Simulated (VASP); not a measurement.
# Si54O (a cell with a defect) in VASP: a series of runs

The runs below take Si54O (a cell with a defect) through single point, with PBE.

Everything below comes from runs of VASP 6.6.1. Logs are shortened: lines on timing, memory, paths and dates and some standing lists are left out, and cuts for length are marked.

## 1. The cell of the first run

The cell holds a defect, 55 atoms: a = 11.604 Å, b = 11.604 Å, c = 11.604 Å, α = 60.00°, β = 60.00°, γ = 60.00°.

## 2. Single point, PBE

INCAR reads:

```
PREC = Accurate ; ENCUT = 520
EDIFF = 1E-7 ; ISMEAR = 0
SIGMA = 0.02 ; LREAL = Auto
LASPH = T ; NELM = 80
ALGO = Fast ; ISIF = 2
LWAVE = F ; LCHARG = T
GGA = PE ; LELF = T
LVHAR = T ; NBANDS = 144
```

KPOINTS reads:

```
Automatic mesh
0
Gamma
  2 2 2
```

POSCAR reads:

```
Si54O
1.0
   -8.2051406323      0.0000000000      8.2051406323
   -8.2051406323     -8.2051406323      0.0000000000
    0.0000000000     -8.2051406323      8.2051406323
Si O
54 1
Direct
    0.2562776915      0.9166065321      0.2564383225
    0.2557861704      0.5736862671      0.2559376608
    0.2500069276      0.2510824728      0.2501961992
    0.2512490757      0.9167021428      0.5821086090
    0.2497580592      0.5829590514      0.5846522583
    0.2506250767      0.2494031598      0.5840109530
    0.2068818289      0.9263095955      0.9389756794
    0.2508797950      0.5818725375      0.9164229276
    0.2503845567      0.2512295148      0.9168467473
    0.5819321343      0.9167118928      0.2514443192
    0.5844801710      0.5829502765      0.2499459902
    0.5838158923      0.2493723864      0.2508409779
    0.5829689233      0.9171441828      0.5831742824
    0.5833266259      0.5833717196      0.5835109006
    0.5832848838      0.2501244759      0.5834802491
    0.5793270601      0.9173617293      0.9152326982
    0.5792446727      0.5887192208      0.9153599355
    0.5847272722      0.2496821922      0.9162081233
    0.9391129714      0.9264460343      0.2064441155
    0.9162554716      0.5818418250      0.2510612666
    0.9166719179      0.2512332320      0.2505837611
    0.9150289235      0.9173741606      0.5794975629
    0.9151631077      0.5887509083      0.5794025006
    0.9160133673      0.2496938921      0.5849067938
    0.9166294445      0.9154017995      0.9168077474
    0.9142960293      0.5864559446      0.9144692134
    0.9151369046      0.2548231766      0.9153546949
    0.1668103645      0.1669784299      0.1669885455
    0.1845185924      0.8173730714      0.1847083515
    0.1664728932      0.5017197979      0.1666430304
    0.1661705218      0.1670290080      0.5005153091
    0.1654289744      0.8329166197      0.5037725964
    0.1656339069      0.4978619725      0.5038504135
    0.1671898827      0.1722316001      0.8308646744
    0.1687286741      0.8297394042      0.8277512604
    0.1650429360      0.5004282905      0.8344856971
    0.5003277438      0.1670281548      0.1663605246
    0.5036236044      0.8329031526      0.1656224507
    0.5037086730      0.4978294319      0.1658219598
    0.4998032555      0.1669704471      0.5000044708
    0.4998841804      0.8333718222      0.5000647989
    0.4999166600      0.5001228722      0.5000925254
    0.4998807070      0.1673485637      0.8334868111
    0.4868894610      0.8387195063      0.8361418539
    0.5002646736      0.4994676123      0.8334685908
    0.8306668107      0.1722434829      0.1674200433
    0.8275768575      0.8296956512      0.1689314738
    0.8343108067      0.5004264624      0.1652119763
    0.8332974176      0.1673562418      0.5000644942
    0.8358742168      0.8387379094      0.4871358919
    0.8332899832      0.4994752295      0.5004323124
    0.8340926508      0.1660181782      0.8342669318
    0.8305005734      0.8361083993      0.8306889919
    0.8303259877      0.5047115809      0.8305023406
    0.0226581126     -0.0318416236      0.0223476974
```

Potentials or basis: VASP PAW PBE potentials, release 64 (Si, O).

Started as:

```sh
cat potpaw_PBE.64/Si/POTCAR potpaw_PBE.64/O/POTCAR > POTCAR
mpirun -np 1 vasp_std > vasp.out
```

OUTCAR:

```text
PREC = Accurate
   ENCUT = 520
   EDIFF = 1E-7
   ISMEAR = 0
   LREAL = Auto
   LASPH = T
   NELM = 80
   ISIF = 2
   GGA = PE

 ion  position               nearest neighbor table
   1  0.256  0.917  0.256-  29 2.31  32 2.35  38 2.35  28 2.38
   2  0.256  0.574  0.256-  29 2.32  33 2.35  39 2.35  30 2.38
   3  0.250  0.251  0.250-  31 2.37  37 2.37  28 2.37  30 2.37
   4  0.251  0.917  0.582-  35 2.33  32 2.35  41 2.36  31 2.37
   5  0.250  0.583  0.585-  36 2.37  32 2.37  33 2.37  42 2.37
   6  0.251  0.249  0.584-  34 2.34  33 2.35  40 2.36  31 2.37
   7  0.207  0.926  0.939-  55 1.76  34 2.37  35 2.37  29 2.40  44 2.65  19 3.11
   8  0.251  0.582  0.916-  35 2.35  36 2.36  45 2.36  30 2.37
   9  0.250  0.251  0.917-  34 2.35  36 2.36  43 2.36  28 2.37
  10  0.582  0.917  0.251-  47 2.33  38 2.35  41 2.36  37 2.37
  11  0.584  0.583  0.250-  48 2.37  38 2.37  39 2.37  42 2.37
  12  0.584  0.249  0.251-  46 2.34  39 2.35  40 2.36  37 2.37
  13  0.583  0.917  0.583-  40 2.37  41 2.37  50 2.40  44 2.40
  14  0.583  0.583  0.584-  45 2.37  51 2.37  41 2.37  42 2.37
  15  0.583  0.250  0.583-  42 2.37  43 2.37  49 2.37  40 2.37
  16  0.579  0.917  0.915-  43 2.37  44 2.37  38 2.37  53 2.38
  17  0.579  0.589  0.915-  44 2.37  45 2.37  39 2.37  54 2.38
  18  0.585  0.250  0.916-  52 2.36  45 2.37  43 2.37  37 2.37
  19  0.939  0.926  0.206-  55 1.76  46 2.37  47 2.37  29 2.40  50 2.66   7 3.11
  20  0.916  0.582  0.251-  47 2.35  48 2.36  51 2.36  30 2.37
  21  0.917  0.251  0.251-  46 2.35  48 2.36  49 2.36  28 2.37
  22  0.915  0.917  0.579-  49 2.37  50 2.37  32 2.37  53 2.38
  23  0.915  0.589  0.579-  50 2.37  51 2.37  33 2.37  54 2.38
  24  0.916  0.250  0.585-  52 2.36  51 2.37  49 2.37  31 2.37
  25  0.917  0.915  0.917-  52 2.37  53 2.38  35 2.39  47 2.39  55 2.53
  26  0.914  0.586  0.914-  53 2.37  54 2.37  48 2.38  36 2.38
  27  0.915  0.255  0.915-  54 2.37  52 2.38  34 2.39  46 2.39
  28  0.167  0.167  0.167-  21 2.37   9 2.37   3 2.37   1 2.38
  29  0.185  0.817  0.185-   1 2.31   2 2.32  19 2.40   7 2.40
  30  0.166  0.502  0.167-  20 2.37   8 2.37   3 2.37   2 2.38
  31  0.166  0.167  0.501-  24 2.37   3 2.37   6 2.37   4 2.37
[... 21 lines left out ...]
  53  0.831  0.836  0.831-  26 2.37  16 2.38  22 2.38  25 2.38
  54  0.830  0.505  0.831-  26 2.37  27 2.37  17 2.38  23 2.38
  55  0.023  0.968  0.022-  19 1.76   7 1.76  25 2.53

  LATTYP: Found a face centered cubic cell.
 ALAT       =    16.4102812646

  Lattice vectors:

 A1 = (  -8.2051406323,   0.0000000000,   8.2051406323)
 A2 = (  -8.2051406323,  -8.2051406323,   0.0000000000)
 A3 = (   0.0000000000,  -8.2051406323,   8.2051406323)

Analysis of symmetry for initial positions (statically):
=====================================================================
 Subroutine PRICEL returns:
 Original cell was already a primitive cell.

 Routine SETGRP: Setting up the symmetry group for a
 face centered cubic supercell.

 Subroutine GETGRP returns: Found  1 space group operations
 (whereof  1 operations were pure point group operations)
 out of a pool of 48 trial point group operations.

The static configuration has the point symmetry C_1 .

Analysis of symmetry for dynamics (positions and initial velocities):
=====================================================================
 Subroutine PRICEL returns:
 Original cell was already a primitive cell.

 Routine SETGRP: Setting up the symmetry group for a
 face centered cubic supercell.

 Subroutine GETGRP returns: Found  1 space group operations
 (whereof  1 operations were pure point group operations)
 out of a pool of 48 trial point group operations.

The dynamic configuration has the point symmetry C_1 .

 Subroutine INISYM returns: Found  1 space group operations
 (whereof  1 operations are pure point group operations),
 and found     1 'primitive' translations

----------------------------------------------------------------------------------------

                                     Primitive cell

  volume of cell :    1104.8112

  direct lattice vectors                    reciprocal lattice vectors
    -8.205140632  0.000000000  8.205140632    -0.060937408  0.060937408  0.060937408
[... 125 lines left out ...]
Automatic generation of k-mesh.
 Grid dimensions read from file:
 generate k-points for:    2    2    2

 Generating k-lattice:

  Cartesian coordinates                     Fractional coordinates (reciprocal lattice)
    -0.030468704  0.030468704  0.030468704     0.500000000  0.000000000  0.000000000
    -0.030468704 -0.030468704 -0.030468704     0.000000000  0.500000000  0.000000000
     0.030468704 -0.030468704  0.030468704     0.000000000  0.000000000  0.500000000

  Length of vectors
     0.052773343  0.052773343  0.052773343

  Shift w.r.t. Gamma in fractional coordinates (k-lattice)
     0.000000000  0.000000000  0.000000000

 Subroutine IBZKPT returns following result:
 ===========================================

 Found      8 irreducible k-points:

 Following reciprocal coordinates:
            Coordinates               Weight
  0.000000  0.000000  0.000000      1.000000
  0.500000  0.000000  0.000000      1.000000
  0.000000  0.500000  0.000000      1.000000
  0.000000  0.000000  0.500000      1.000000
  0.500000  0.500000  0.500000      1.000000
  0.500000  0.500000  0.000000      1.000000
  0.000000  0.500000  0.500000      1.000000
  0.500000  0.000000  0.500000      1.000000
   k-points           NKPTS =      8   k-points in BZ     NKDIM =      8   number of bands    NBANDS=    144
   number of dos      NEDOS =    301   number of ions     NIONS =     55
   total plane-waves  NPLWV = 729000
   dimension x,y,z NGX =    90 NGY =   90 NGZ =   90
   dimension x,y,z NGXF=   180 NGYF=  180 NGZF=  180
   ions per type =              54   1
   NGX,Y,Z   is equivalent  to a cutoff of  12.89, 12.89, 12.89 a.u.
   NGXF,Y,Z  is equivalent  to a cutoff of  25.79, 25.79, 25.79 a.u.
 SYSTEM =  unknown system
   PREC   = accura    normal or accurate (medium, high low for compatibility)
   ISTART =      0    job   : 0-new  1-cont  2-samecut
   ICHARG =      2    charge: 1-file 2-atom 10-const
   ISPIN  =      1    spin polarized calculation?
   LNONCOLLINEAR =      F non collinear calculations
   LSORBIT =      F    spin-orbit coupling
   LASPH  =      T    aspherical Exc in radial PAW
   ENCUT  =  520.0 eV  38.22 Ry    6.18 a.u.  21.58 21.58 21.58*2*pi/ulx,y,z
   NELM   =     80;   NELMIN=  2; NELMDL= -5     # of ELM steps
   EDIFF  = 0.1E-06   stopping-criterion for ELM
   LREAL  =      T    real-space projection
   EDIFFG = 0.1E-05   stopping-criterion for IOM
   NSW    =      0    number of steps for IOM
   IBRION =     -1    ionic relax: 0-MD 1-quasi-New 2-CG
   NFREE  =      0    steps in history (QN), initial steepest desc. (CG)
   ISIF   =      2    stress and relaxation
   ISYM   =      2    0-nonsym 1-usesym 2-fastsym
   POTIM  = 0.5000    time-step for ionic-motion
   TEBEG  =    0.0;   TEEND  =   0.0 temperature during run
   PSTRESS=    0.0 pullay stress
   NELECT =     222.0000    total number of electrons
   NUPDOWN=      -1.0000    fix difference up-down
   EMIN   =  10.00;   EMAX   =-10.00  energy-range for DOS
   EFERMI =   0.00;   METHOD = LEGACY
   ISMEAR =     0;   SIGMA  =   0.02  broadening in eV -4-tet -1-fermi 0-gaus
   EFERMI_NEDOS =   21; number of points for ismear=-14 and -15
   IALGO  =     68    algorithm
   IMIX   =      4    mixing-type and parameters
     AMIX     =   0.40;   BMIX     =  1.00
     AMIX_MAG =   1.60;   BMIX_MAG =  1.00
  volume/ion in A,a.u.               =      20.09       135.56
  Fermi-wavevector in a.u.,A,eV,Ry     =   0.958878  1.812016 12.509823  0.919446
  Thomas-Fermi vector in A             =   2.088024
   LORBIT       =      0    0 simple, 1 ext, 2 COOP (PROOUT), +10 PAW based schemes
   GGA     = PE    functional components
   LHFCALC =     F    Hartree Fock is set to
   AEXX    =    0.0000 exact exchange contribution
   IVDW    =     0    specifies the selected vdW correction
   LEPSILON=     F    determine dielectric tensor
   LRPA    =     F    only Hartree local field effects (RPA)
 non-spin polarized calculation
 RMM-DIIS sequential band-by-band and
 Gauss-broadening in eV      SIGMA  =   0.02
  energy-cutoff  :      520.00
  volume of cell :     1104.81
 maximum number of plane-waves:     29794
 NGX is ok and might be reduce to    90
   NGX = 43   NGY = 43   NGZ = 43

 number of electron     222.0000008 magnetization

 Free energy of the ion-electron system (eV)
  ---------------------------------------------------
  ext. energy  EPLUGINS =         0.00000000
  ---------------------------------------------------
  free energy    TOTEN  =      -297.10060466 eV

  energy without entropy =     -297.10060466  energy(sigma->0) =     -297.10060466

 E-fermi :   5.6152     XC(G=0):  -9.3655

 val. band max:        5.5302855634   @ k =   0.5000   0.5000   0.0000
 cond. band min:       5.7007660937   @ k =   0.0000   0.0000   0.5000
 fundamental gap:      0.1704805303
 Fermi energy:         5.6151879817

 k-point     1 :       0.0000    0.0000    0.0000
  band No.  band energies     occupation
      1     -13.9249      2.00000
      2      -6.1179      2.00000
      3      -4.9247      2.00000
      4      -4.8865      2.00000
      5      -4.8637      2.00000
      6      -4.8419      2.00000
[... 997 lines left out ...]
    122       7.7926      0.00000
    123       7.8456      0.00000
 [bands above 123 left out]

------------------------ aborting loop because EDIFF is reached ----------------------------------------

  FORCE on cell =-STRESS in cart. coord.  units (eV):
  Direction    XX          YY          ZZ          XY          YZ          ZX
  --------------------------------------------------------------------------------------
  -------------------------------------------------------------------------------------
  Total        2.9574078      2.9523183      5.2867697      2.7432073     -0.2613963     -0.2561512
  in kB        4.2887794      4.2813988      7.6667780      3.9781497     -0.3790722     -0.3714658
  external PRESSURE =       5.4123187 kB  Pullay stress =       0.0000000 kB

 VOLUME and BASIS-vectors are now :
 -----------------------------------------------------------------------------
  energy-cutoff  :      520.00
  volume of cell :     1104.81
      direct lattice vectors                 reciprocal lattice vectors
    -8.205140632  0.000000000  8.205140632    -0.060937408  0.060937408  0.060937408
    -8.205140632 -8.205140632  0.000000000    -0.060937408 -0.060937408 -0.060937408
     0.000000000 -8.205140632  8.205140632     0.060937408 -0.060937408  0.060937408

 POSITION                                       TOTAL-FORCE (eV/Angst)
 -----------------------------------------------------------------------------------
     -9.62368     -9.62500      4.20691         0.002855      0.001920     -0.001676
     -6.80594     -6.80718      4.19877        -0.000289     -0.001260     -0.000502
     -4.11151     -4.11306      4.10424        -0.002261     -0.001903     -0.000133
     -9.58320    -12.29795      6.83782        -0.000598      0.001770     -0.001330
     -6.83256     -9.58041      6.84645         0.000944     -0.001835      0.000707
     -4.10280     -6.83828      6.84831        -0.000132     -0.000953      0.003830
[... 47 lines left out ...]
    -10.95417    -10.95562     13.62733        -0.003127     -0.001777     -0.001909
     -8.12979     -8.12724      0.36928         0.015335      0.003649     -0.024455
 -----------------------------------------------------------------------------------
    total drift:                               -0.004913     -0.004333      0.032974

  FREE ENERGIE OF THE ION-ELECTRON SYSTEM (eV)
  ---------------------------------------------------
  free  energy   TOTEN  =      -297.1006046636 eV

  energy  without entropy=     -297.1006046635  energy(sigma->0) =     -297.10060466
```

It took 72 min on 1 thread of Oxide Virtual Turin-like, shared host; peak memory 1.8 GiB.

Results:

```yaml
Free_energy: -297.1006 eV
Pressure: 0.5 GPa
Largest_force: 0.046 eV/Å
Band_gap_on_the_k_mesh: zero (bands 111 and 112 overlap by 0.20 eV)
```

Forces in eV/Å, atoms in the order of the input:
```
Si   0.003  0.002 -0.002
Si   0.000 -0.001 -0.001
Si  -0.002 -0.002  0.000
Si  -0.001  0.002 -0.001
Si   0.001 -0.002  0.001
Si   0.000 -0.001  0.004
Si  -0.025  0.024  0.007
Si   0.000  0.003 -0.002
Si  -0.001  0.000 -0.001
Si   0.001 -0.001 -0.001
Si  -0.002  0.002  0.002
Si   0.000  0.000  0.004
Si   0.000 -0.004 -0.007
Si  -0.001 -0.005  0.003
Si  -0.002 -0.005  0.002
Si   0.001 -0.001  0.001
Si   0.000 -0.001  0.001
Si  -0.002  0.002  0.000
Si   0.032 -0.031  0.012
Si   0.002  0.001 -0.001
Si   0.000  0.000 -0.001
Si   0.000  0.000  0.003
Si  -0.001  0.000  0.002
Si   0.002 -0.001  0.001
Si  -0.001  0.000 -0.001
Si  -0.001  0.000  0.002
Si   0.000  0.001  0.000
Si  -0.001 -0.001  0.000
Si  -0.001  0.005 -0.001
Si   0.000  0.000  0.000
Si   0.000  0.000  0.000
Si   0.000  0.000  0.001
Si   0.001  0.000  0.001
Si  -0.006  0.001 -0.002
Si  -0.001  0.002  0.003
Si   0.000  0.000  0.000
Si   0.000  0.000 -0.001
Si   0.000  0.001  0.000
Si   0.000  0.000 -0.001
Si   0.002  0.002  0.000
Si   0.000  0.000 -0.001
Si   0.001  0.001 -0.001
Si   0.000 -0.001 -0.001
Si  -0.005  0.005  0.005
Si   0.001 -0.001 -0.001
Si   0.000  0.002 -0.003
Si  -0.006  0.001  0.001
Si   0.000  0.000 -0.001
Si  -0.001  0.000  0.000
Si   0.000  0.001  0.002
Si   0.001  0.000  0.000
Si   0.000 -0.001  0.001
Si  -0.001  0.001 -0.001
Si  -0.003 -0.002 -0.002
O    0.015  0.004 -0.024
```

Levels at points of the mesh, in eV from the Fermi level:
```csv
k point,band 108,band 109,band 110,band 111,band 112,band 113,band 114,band 115
"(0.00, 0.00, 0.00)",-0.28,-0.23,0.09,0.12,0.40,0.77,0.80,0.84
"(0.50, 0.00, 0.00)",-0.62,-0.42,-0.31,-0.21,0.09,1.10,1.11,1.12
"(0.00, 0.50, 0.00)",-0.50,-0.40,-0.31,-0.29,0.33,1.11,1.13,1.16
"(0.00, 0.00, 0.50)",-0.62,-0.42,-0.31,-0.21,0.09,1.10,1.11,1.12
"(0.50, 0.50, 0.50)",-0.53,-0.40,-0.38,-0.27,0.36,1.11,1.12,1.16
"(0.50, 0.50, 0.00)",-0.70,-0.51,-0.50,-0.18,-0.08,0.82,0.90,1.76
"(0.00, 0.50, 0.50)",-0.70,-0.51,-0.50,-0.18,-0.09,0.82,0.90,1.76
"(0.50, 0.00, 0.50)",-0.59,-0.55,-0.51,-0.50,0.26,0.78,0.89,1.74
```

(Continued in part 2 of 3.)

The gap in the log of VASP goes by the Fermi energy; the results here count the filled bands.